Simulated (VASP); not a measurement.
Wanted: the native input for a VASP 6.6.1 run.

```
Task                   : relaxation of cell and atoms
Functional             : PBE
Potentials or basis    : VASP PAW PBE potentials, release 64 (Hf_pv, Ge_d, W_sv)
Cutoff                 : 600 eV
k mesh                 : 6 × 6 × 4
Occupations            : gaussian, width 0.1 eV
Spin                   : no spin polarisation
Dipole correction      : no
Further INCAR settings : ALGO = Normal; EDIFF = 1e-06; IBRION = 2; EDIFFG = -0.04; NSW = 90; ISIF = 3
```

The structure of Hf3GeW lies in POSCAR:

```
Hf3GeW
1.0
    4.3691564100      0.0000000000      0.0000000000
   -2.1845782000      3.7838004400      0.0000000000
    0.0000000000      0.0000000000      5.2438675800
Hf Ge W
3 1 1
Direct
    0.6666666700      0.3333333300      0.2489190000
    0.6666666700      0.3333333300      0.7510810000
    0.0000000000      0.0000000000      0.0000000000
    0.0000000000      0.0000000000      0.5000000000
    0.3333333300      0.6666666700      0.0000000000
```

The cell was built from a structure type or drawn by symmetry, and may not be a known phase.

These files were run (other wordings do the same):

INCAR

```
SYSTEM = Hf3GeW
PREC = Accurate ; ENCUT = 600
EDIFF = 1E-6 ; ISMEAR = 0
SIGMA = 0.1 ; LREAL = .FALSE.
LASPH = .TRUE. ; NELM = 60
ALGO = Normal ; ISIF = 3
LWAVE = .FALSE. ; LCHARG = .FALSE.
GGA = PE ; IBRION = 2
NSW = 90 ; EDIFFG = -0.04
```

KPOINTS

```
regular mesh
0
G
  6 6 4
  0 0 0
```

Potentials or basis: VASP PAW PBE potentials, release 64 (Hf_pv, Ge_d, W_sv).

Run with:

```console
$ cat potpaw_PBE.64/Hf_pv/POTCAR potpaw_PBE.64/Ge_d/POTCAR potpaw_PBE.64/W_sv/POTCAR > POTCAR
$ mpirun -np 1 vasp_std > vasp.out
```

It gave:

* Relaxed volume: 22.13 Å³/atom
* Relaxed cell: a = 4.400 Å, b = 4.400 Å, c = 6.600 Å, α = 90.00°, β = 90.00°, γ = 120.00°
* Space group after relaxing (to 0.1 Å): P-6m2 (No. 187)
* Energy gained by relaxing: 664.6 meV/atom
* Ionic steps: 16
* Pressure after relaxing: 0.0 GPa
* Largest force after relaxing: 0.006 eV/Å
* Band gap on the k mesh: zero (bands 29 and 30 overlap by 1.06 eV)

Caveat: the volume moved by over 15 % at a fixed basis, so the end points are rough; spin-orbit coupling is left out, which moves the levels of the heavy elements.

It took 6.3 min on 1 thread of Intel(R) Xeon(R) 6975P-C (Granite Rapids), with other jobs on the host, peak memory 0.28 GiB.
